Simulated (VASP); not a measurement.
Set up this calculation in VASP 6.6.1, as the native input.

```yaml
Task: single point
Functional: revPBE
Potentials_or_basis: VASP PAW PBE potentials, release 64 (Lu)
Cutoff: 520 eV
k_mesh: 13 × 13 × 13
Occupations: fermi-dirac, width 0.1 eV
Spin: no spin polarisation
Dipole_correction: no
Further_INCAR_settings: ALGO = Normal; EDIFF = 1e-06; NBANDS = 18
```

The structure of Lu lies in POSCAR:

```
Lu
1.0
   -1.9996296966      1.9996296966      1.9996296966
    1.9996296966     -1.9996296966      1.9996296966
    1.9996296966      1.9996296966     -1.9996296966
Lu
1
Direct
    0.0000000000      0.0000000000      0.0000000000
```

This isn't the form of Lu at room conditions, which is hcp.

One way to write it, as run:

INCAR

```
ALGO     = Normal         # electronic algorithm
EDIFF    = 1E-6           # SCF threshold, eV
ENCUT    = 520            # plane-wave cutoff, eV
GGA      = RE             # functional
ISIF     = 2              # what is computed and relaxed
ISMEAR   = -1             # smearing method
LASPH    = T              # aspherical terms in the spheres
LCHARG   = F              # write CHGCAR
LREAL    = F              # projectors in reciprocal space
LWAVE    = F              # write WAVECAR
NBANDS   = 18             # bands
NELM     = 80             # most SCF steps
PREC     = Accurate       # precision mode
SIGMA    = 0.1            # smearing width, eV
```

KPOINTS

```
k-points
0
Gamma
  13 13 13
```

Potentials or basis: VASP PAW PBE potentials, release 64 (Lu).

The run is started by

```bash
$ cat potpaw_PBE.64/Lu/POTCAR > POTCAR
$ mpirun -np 1 vasp_std > vasp.out
```

It gave:

```yaml
Pressure: -1.4 GPa
Band_gap_on_the_k_mesh: zero (an odd number of electrons rules out a gap without spin polarisation)
```

Caveat: the PAW data sets were made with another functional, which shifts forces and pressure a little; spin-orbit coupling is left out, which moves the levels of the heavy elements.

Wall time 27 s on 1 thread of Intel(R) Xeon(R) Platinum 8559C (Emerald Rapids), with other jobs on the host, peak memory 0.2 GiB.
